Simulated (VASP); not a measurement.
# In3As (Pm-3m) in VASP: single point with PBEsol

Aim: the single point of In3As with PBEsol.

Everything below comes from runs of VASP 6.6.1. Logs are shortened: lines on timing, memory, paths and dates and some standing lists are left out, and cuts for length are marked.

### 1 The cell of the first run

Symmetry: Pm-3m, No. 221, cubic system. The conventional cell has a = 4.672 Å, b = 4.672 Å, c = 4.672 Å, α = 90.00°, β = 90.00°, γ = 90.00°. In (site symmetry 4/mmm) has 8 In at 3.30 Å and 4 As at 3.30 Å within 4.3 Å. As (site symmetry m-3m) has 12 In at 3.30 Å within 4.3 Å.

### 2 Single point, PBEsol

File INCAR:

```
  ALGO = Normal
  EDIFF = 1E-6
  ENCUT = 500
  GGA = PS
  GGA_COMPAT = F
  ISIF = 2
  ISMEAR = -1
  LASPH = T
  LCHARG = T
  LELF = T
  LREAL = F
  LVHAR = T
  LWAVE = F
  NBANDS = 30
  NELM = 120
  PREC = Accurate
  SIGMA = 0.05
```

File KPOINTS:

```
k-points
0
Gamma
  5 5 5
```

File POSCAR:

```
In3As
1.0
    4.6716810000      0.0000000000      0.0000000000
    0.0000000000      4.6716810000      0.0000000000
    0.0000000000      0.0000000000      4.6716810000
In As
3 1
Direct
    0.0000000000      0.5000000000      0.5000000000
    0.5000000000      0.0000000000      0.5000000000
    0.5000000000      0.5000000000      0.0000000000
    0.0000000000      0.0000000000      0.0000000000
```

Potentials or basis: VASP PAW PBE potentials, release 64 (In_d, As).

Run with:

```bash
$ cat potpaw_PBE.64/In_d/POTCAR potpaw_PBE.64/As/POTCAR > POTCAR
$ mpirun -np 1 vasp_std > vasp.out
```

OUTCAR:

```text
EDIFF = 1E-6
   ENCUT = 500
   GGA = PS
   ISIF = 2
   ISMEAR = -1
   LASPH = T
   LREAL = F
   NELM = 120
   PREC = Accurate

 ion  position               nearest neighbor table
   1  0.000  0.500  0.500-   2 3.30   3 3.30   4 3.30   3 3.30   4 3.30   2 3.30   4 3.30   4 3.30
                             2 3.30   3 3.30   3 3.30   2 3.30
   2  0.500  0.000  0.500-   1 3.30   3 3.30   4 3.30   3 3.30   4 3.30   1 3.30   3 3.30   3 3.30
                             1 3.30   4 3.30   4 3.30   1 3.30
   3  0.500  0.500  0.000-   1 3.30   2 3.30   4 3.30   1 3.30   2 3.30   2 3.30   4 3.30   2 3.30
                             1 3.30   4 3.30   1 3.30   4 3.30
   4  0.000  0.000  0.000-   1 3.30   2 3.30   3 3.30   1 3.30   2 3.30   1 3.30   3 3.30   1 3.30
                             2 3.30   3 3.30   2 3.30   3 3.30

  LATTYP: Found a simple cubic cell.
 ALAT       =     4.6716810000

  Lattice vectors:

 A1 = (   4.6716810000,   0.0000000000,   0.0000000000)
 A2 = (   0.0000000000,   4.6716810000,   0.0000000000)
 A3 = (   0.0000000000,   0.0000000000,   4.6716810000)

Analysis of symmetry for initial positions (statically):
=====================================================================
 Subroutine PRICEL returns:
 Original cell was already a primitive cell.

 Routine SETGRP: Setting up the symmetry group for a
 simple cubic supercell.

 Subroutine GETGRP returns: Found 48 space group operations
 (whereof 48 operations were pure point group operations)
 out of a pool of 48 trial point group operations.

The static configuration has the point symmetry O_h .

Analysis of symmetry for dynamics (positions and initial velocities):
=====================================================================
 Subroutine PRICEL returns:
 Original cell was already a primitive cell.

 Routine SETGRP: Setting up the symmetry group for a
 simple cubic supercell.

 Subroutine GETGRP returns: Found 48 space group operations
 (whereof 48 operations were pure point group operations)
 out of a pool of 48 trial point group operations.

The dynamic configuration has the point symmetry O_h .

 Subroutine INISYM returns: Found 48 space group operations
 (whereof 48 operations are pure point group operations),
 and found     1 'primitive' translations

----------------------------------------------------------------------------------------

                                     Primitive cell

  volume of cell :     101.9576

  direct lattice vectors                    reciprocal lattice vectors
     4.671681000  0.000000000  0.000000000     0.214055711  0.000000000  0.000000000
     0.000000000  4.671681000  0.000000000     0.000000000  0.214055711  0.000000000
     0.000000000  0.000000000  4.671681000     0.000000000  0.000000000  0.214055711

  length of vectors
     4.671681000  4.671681000  4.671681000     0.214055711  0.214055711  0.214055711

  position of ions in fractional coordinates (direct lattice)
     0.000000000  0.500000000  0.500000000
     0.500000000  0.000000000  0.500000000
     0.500000000  0.500000000  0.000000000
     0.000000000  0.000000000  0.000000000

  ion indices of the primitive-cell ions
   primitive index   ion index
                 1           1
                 2           2
                 3           3
                 4           4

----------------------------------------------------------------------------------------

 KPOINTS: k-points

Automatic generation of k-mesh.
 Grid dimensions read from file:
 generate k-points for:    5    5    5

 Generating k-lattice:

  Cartesian coordinates                     Fractional coordinates (reciprocal lattice)
     0.042811142  0.000000000  0.000000000     0.200000000  0.000000000  0.000000000
     0.000000000  0.042811142  0.000000000     0.000000000  0.200000000  0.000000000
     0.000000000  0.000000000  0.042811142     0.000000000  0.000000000  0.200000000

  Length of vectors
     0.042811142  0.042811142  0.042811142

  Shift w.r.t. Gamma in fractional coordinates (k-lattice)
     0.000000000  0.000000000  0.000000000

 Subroutine IBZKPT returns following result:
 ===========================================

 Found     10 irreducible k-points:

 Following reciprocal coordinates:
            Coordinates               Weight
  0.000000  0.000000  0.000000      1.000000
  0.200000  0.000000  0.000000      6.000000
  0.400000  0.000000  0.000000      6.000000
  0.200000  0.200000  0.000000     12.000000
  0.400000  0.200000  0.000000     24.000000
  0.400000  0.400000  0.000000     12.000000
  0.200000  0.200000  0.200000      8.000000
  0.400000  0.200000  0.200000     24.000000
  0.400000  0.400000  0.200000     24.000000
  0.400000  0.400000  0.400000      8.000000
   k-points           NKPTS =     10   k-points in BZ     NKDIM =     10   number of bands    NBANDS=     30
   number of dos      NEDOS =    301   number of ions     NIONS =      4
   total plane-waves  NPLWV =  46656
   dimension x,y,z NGX =    36 NGY =   36 NGZ =   36
   dimension x,y,z NGXF=    72 NGYF=   72 NGZF=   72
   ions per type =               3   1
   NGX,Y,Z   is equivalent  to a cutoff of  12.81, 12.81, 12.81 a.u.
   NGXF,Y,Z  is equivalent  to a cutoff of  25.62, 25.62, 25.62 a.u.
 SYSTEM =  unknown system
   PREC   = accura    normal or accurate (medium, high low for compatibility)
   ISTART =      0    job   : 0-new  1-cont  2-samecut
   ICHARG =      2    charge: 1-file 2-atom 10-const
   ISPIN  =      1    spin polarized calculation?
   LNONCOLLINEAR =      F non collinear calculations
   LSORBIT =      F    spin-orbit coupling
   LASPH  =      T    aspherical Exc in radial PAW
   ENCUT  =  500.0 eV  36.75 Ry    6.06 a.u.   8.52  8.52  8.52*2*pi/ulx,y,z
   NELM   =    120;   NELMIN=  2; NELMDL= -5     # of ELM steps
   EDIFF  = 0.1E-05   stopping-criterion for ELM
   LREAL  =      F    real-space projection
   EDIFFG = 0.1E-04   stopping-criterion for IOM
   NSW    =      0    number of steps for IOM
   IBRION =     -1    ionic relax: 0-MD 1-quasi-New 2-CG
   NFREE  =      0    steps in history (QN), initial steepest desc. (CG)
   ISIF   =      2    stress and relaxation
   ISYM   =      2    0-nonsym 1-usesym 2-fastsym
   POTIM  = 0.5000    time-step for ionic-motion
   TEBEG  =    0.0;   TEEND  =   0.0 temperature during run
   PSTRESS=    0.0 pullay stress
   NELECT =      44.0000    total number of electrons
   NUPDOWN=      -1.0000    fix difference up-down
   EMIN   =  10.00;   EMAX   =-10.00  energy-range for DOS
   EFERMI =   0.00;   METHOD = LEGACY
   ISMEAR =    -1;   SIGMA  =   0.05  broadening in eV -4-tet -1-fermi 0-gaus
   EFERMI_NEDOS =   21; number of points for ismear=-14 and -15
   IALGO  =     38    algorithm
   IMIX   =      4    mixing-type and parameters
     AMIX     =   0.40;   BMIX     =  1.00
     AMIX_MAG =   1.60;   BMIX_MAG =  1.00
  volume/ion in A,a.u.               =      25.49       172.01
  Fermi-wavevector in a.u.,A,eV,Ry     =   1.237141  2.337858 20.823961  1.530518
  Thomas-Fermi vector in A             =   2.371720
   LORBIT       =      0    0 simple, 1 ext, 2 COOP (PROOUT), +10 PAW based schemes
   GGA     = PS    functional components
   LHFCALC =     F    Hartree Fock is set to
   AEXX    =    0.0000 exact exchange contribution
   IVDW    =     0    specifies the selected vdW correction
   LEPSILON=     F    determine dielectric tensor
   LRPA    =     F    only Hartree local field effects (RPA)
 non-spin polarized calculation
  energy-cutoff  :      500.00
  volume of cell :      101.96
 maximum number of plane-waves:      2606
 NGX is ok and might be reduce to    36
   NGX = 17   NGY = 17   NGZ = 17

 number of electron      43.9999975 magnetization

 Free energy of the ion-electron system (eV)
  ---------------------------------------------------
  ext. energy  EPLUGINS =         0.00000000
  ---------------------------------------------------
  free energy    TOTEN  =       -13.60453470 eV

  energy without entropy =      -13.57545303  energy(sigma->0) =      -13.58999387

 E-fermi :   6.6176     XC(G=0): -10.2858

 val. band max:        6.5959679583   @ k =   0.2000   0.2000   0.0000
 cond. band min:       6.6276411086   @ k =   0.4000   0.0000   0.0000
 fundamental gap:      0.0316731502
 Fermi energy:         6.6176060302

 k-point     1 :       0.0000    0.0000    0.0000
  band No.  band energies     occupation
      1      -8.1473      2.00000
      2      -8.1329      2.00000
      3      -8.1329      2.00000
      4      -8.1329      2.00000
      5      -7.9551      2.00000
      6      -7.9551      2.00000
[... 22 lines left out ...]
     29      12.4336      0.00000
     30      13.7505      0.00000

 k-point     2 :       0.2000    0.0000    0.0000
  band No.  band energies     occupation
      1      -8.1256      2.00000
      2      -8.1091      2.00000
      3      -8.0891      2.00000
      4      -8.0891      2.00000
      5      -7.9494      2.00000
      6      -7.9256      2.00000
[... 22 lines left out ...]
     29      13.3455      0.00000
     30      13.9272      0.00000

 k-point     3 :       0.4000    0.0000    0.0000
  band No.  band energies     occupation
      1      -8.1130      2.00000
      2      -8.0260      2.00000
      3      -7.9720      2.00000
      4      -7.9720      2.00000
      5      -7.9351      2.00000
      6      -7.8597      2.00000
[... 22 lines left out ...]
     29      12.7661      0.00000
     30      13.1395      0.00000

 k-point     4 :       0.2000    0.2000    0.0000
  band No.  band energies     occupation
      1      -8.0961      2.00000
      2      -8.0886      2.00000
      3      -8.0682      2.00000
      4      -8.0476      2.00000
      5      -7.9334      2.00000
      6      -7.9049      2.00000
[... 154 lines left out ...]
     29      11.9896      0.00000
     30      13.7087      0.00000

 k-point     9 :       0.4000    0.4000    0.2000
  band No.  band energies     occupation
      1      -8.0323      2.00000
      2      -7.9933      2.00000
      3      -7.9756      2.00000
      4      -7.9687      2.00000
      5      -7.9611      2.00000
      6      -7.9023      2.00000
[... 22 lines left out ...]
     29      12.7901      0.00000
     30      13.2934      0.00000

 k-point    10 :       0.4000    0.4000    0.4000
  band No.  band energies     occupation
      1      -8.0458      2.00000
      2      -8.0285      2.00000
      3      -8.0063      2.00000
      4      -8.0063      2.00000
      5      -7.9624      2.00000
      6      -7.9624      2.00000
[... 22 lines left out ...]
     29      14.6932      0.00000
     30      14.9857      0.00000

------------------------ aborting loop because EDIFF is reached ----------------------------------------

  FORCE on cell =-STRESS in cart. coord.  units (eV):
  Direction    XX          YY          ZZ          XY          YZ          ZX
  --------------------------------------------------------------------------------------
  -------------------------------------------------------------------------------------
  Total       -1.2588838     -1.2588838     -1.2588838      0.0000000      0.0000000      0.0000000
  in kB      -19.7822961    -19.7822961    -19.7822961      0.0000000      0.0000000      0.0000000
  external PRESSURE =     -19.7822961 kB  Pullay stress =       0.0000000 kB

 VOLUME and BASIS-vectors are now :
 -----------------------------------------------------------------------------
  energy-cutoff  :      500.00
  volume of cell :      101.96
      direct lattice vectors                 reciprocal lattice vectors
     4.671681000  0.000000000  0.000000000     0.214055711  0.000000000  0.000000000
     0.000000000  4.671681000  0.000000000     0.000000000  0.214055711  0.000000000
     0.000000000  0.000000000  4.671681000     0.000000000  0.000000000  0.214055711

 POSITION                                       TOTAL-FORCE (eV/Angst)
 -----------------------------------------------------------------------------------
      0.00000      2.33584      2.33584         0.000000      0.000000      0.000000
      2.33584      0.00000      2.33584         0.000000      0.000000      0.000000
      2.33584      2.33584      0.00000         0.000000      0.000000      0.000000
      0.00000      0.00000      0.00000         0.000000      0.000000      0.000000
 -----------------------------------------------------------------------------------
    total drift:                                0.000000      0.000000      0.000000

  FREE ENERGIE OF THE ION-ELECTRON SYSTEM (eV)
  ---------------------------------------------------
  free  energy   TOTEN  =       -13.6045346988 eV

  energy  without entropy=      -13.5754530316  energy(sigma->0) =      -13.58999387
```

Run time: 52 s. Hardware: 1 thread of Intel Xeon 8259CL, shared host; peak memory 0.2 GiB.

What came out:

* Free energy: -13.6045 eV
* Pressure: -2.0 GPa
* Band gap on the k mesh: zero (bands 22 and 23 overlap by 2.19 eV)

Caveat: the PAW data sets were made with another functional, which shifts forces and pressure a little; spin-orbit coupling is left out, which moves the levels of the heavy elements.

The gap in the log of VASP goes by the Fermi energy; the results here count the filled bands.